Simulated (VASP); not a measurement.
Here is a VASP 6.6.1 calculation.

The input POSCAR:

```
LiF
1.0
    0.0057501270      1.9944377651      1.9944377651
    1.9944377651      0.0057501270      1.9944377651
    1.9944377651      1.9944377651      0.0057501270
Li F
1 1
Direct
    0.0000000000      0.0000000000      0.0000000000
    0.5000000000      0.5000000000      0.5000000000
```

Contents of INCAR.step1:

```
SYSTEM = LiF
  PREC = Accurate
  ENCUT = 520
  ISMEAR = 0
  SIGMA = 0.01
  LREAL = .FALSE.
  LASPH = .TRUE.
  NELM = 60
  NBANDS = 12
  GGA = PE
  ALGO = Normal
  EDIFF = 1E-4
  LWAVE = .TRUE.
  LCHARG = .FALSE.
```

INCAR.step2

```
SYSTEM = LiF
  PREC = Accurate
  ENCUT = 520
  EDIFF = 1E-6
  ISMEAR = 0
  SIGMA = 0.01
  LREAL = .FALSE.
  LASPH = .TRUE.
  NELM = 60
  ALGO = Normal
  ISIF = 2
  LWAVE = .FALSE.
  LCHARG = .TRUE.
  METAGGA = R2SCAN
  LMIXTAU = .TRUE.
  LELF = .TRUE.
  LVHAR = .TRUE.
  NBANDS = 12
  ISTART = 1
```

KPOINTS

```
regular mesh
0
G
  10 10 10
  0 0 0
```

Potentials or basis: VASP PAW PBE potentials, release 64 (Li_sv, F).

Run with:

```console
$ cat potpaw_PBE.64/Li_sv/POTCAR potpaw_PBE.64/F/POTCAR > POTCAR
$ cp INCAR.step1 INCAR
$ mpirun -np 1 vasp_std > vasp.out
$ cp INCAR.step2 INCAR
$ mpirun -np 1 vasp_std > vasp.out
```

Task: Estimate the band gap on the k mesh.

Result: 10.59 eV, direct.

Caveat: the cell differs from its parent crystal (epitaxial 111 strain -0.3%). A k mesh can miss the band edges.
